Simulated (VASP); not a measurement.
## Ti: single point with LDA

The system is Ti.

```xyz
1
Lattice="-1.6213 1.6213 1.6213 1.6213 -1.6213 1.6213 1.6213 1.6213 -1.6213" Properties=species:S:1:pos:R:3 pbc="T T T"
Ti    0.0000    0.0000    0.0000
```

```
Program                : VASP 6.6.1
Task                   : single point
Functional             : LDA
Potentials or basis    : VASP PAW LDA potentials, release 64 (Ti_sv)
Cutoff                 : 520 eV
k mesh                 : 8 × 8 × 8
Occupations            : gaussian, width 0.1 eV
Spin                   : no spin polarisation
Dipole correction      : no
Further INCAR settings : ALGO = Normal; EDIFF = 1e-06; NBANDS = 12
```

```yaml
Pressure: -7.7 GPa
Band_gap_on_the_k_mesh: zero (band 6 reaches 9.00 eV, above the bottom of band 7 at 7.43 eV)
```

Levels at points of the mesh, in eV from the Fermi level:
```
           k point  band 2  band 3  band 4  band 5  band 6  band 7  band 8  band 9  band 10  band 11
(0.00, 0.00, 0.00)  -31.99  -31.99  -31.99   -5.90    0.97    0.97    0.97    2.79     2.79    17.64
(0.50, 0.00, 0.00)  -32.73  -32.22  -32.00   -2.48   -0.44    1.31    2.78    3.13     4.37     9.00
(0.50, 0.50, 0.50)  -32.50  -32.50  -32.50   -2.16   -2.16    4.01    4.01    4.01     8.56     8.56
```

Run time: 4.4 s on 1 thread of Intel Xeon 6975P-C, on a shared host, peak memory 0.13 GiB.
